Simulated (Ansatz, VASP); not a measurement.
# C: VASP beside Ansatz

```
CELL_PARAMETERS angstrom
0.00000 2.11665 3.35975
1.28698 0.00000 3.35975
1.28698 2.11665 0.00000
ATOMIC_POSITIONS crystal
C 0.16671 0.83329 0.16671
C 0.83329 0.16671 0.83329
```

Change from the starting cell: strain +0.0525 x Voigt [1, 0, 0, 0, 0, 0], atoms carried along.

Alike in both runs: task single point; functional LDA; k mesh 16 × 16 × 16; occupations gaussian, width 0.03 eV; no spin polarisation.

|  | VASP | Ansatz |
| --- | --- | --- |
| version | VASP 6.6.1 | Ansatz 0.2.0 |
| potentials or method | VASP PAW LDA potentials, release 64 (C), cutoff 520 eV | scalar-relativistic, plane waves, PAW |
| valence electrons in the cell | 8 | 8 |

|  | VASP | Ansatz | Ansatz less VASP |
| --- | --- | --- | --- |
| gap on the k mesh at the Fermi level (eV) | 0.05 | 0.06 | +0.002 |
| least direct gap on the mesh (eV) | 0.46 | 0.47 | +0.003 |
| pressure (GPa) | -18.4 | -19.1 | -0.75 |
| traceless stress, the component that is largest in VASP (GPa) | -30.07 | -30.47 | -0.400 |
| rms of the force components (eV/Å) | 0.248 | 0.244 | -0.0044 |

LDA's correlation is that of Perdew and Zunger in VASP and of Perdew and Wang (1992) in Ansatz. Atom by atom the forces differ by 0.004 eV/Å (rms over components).
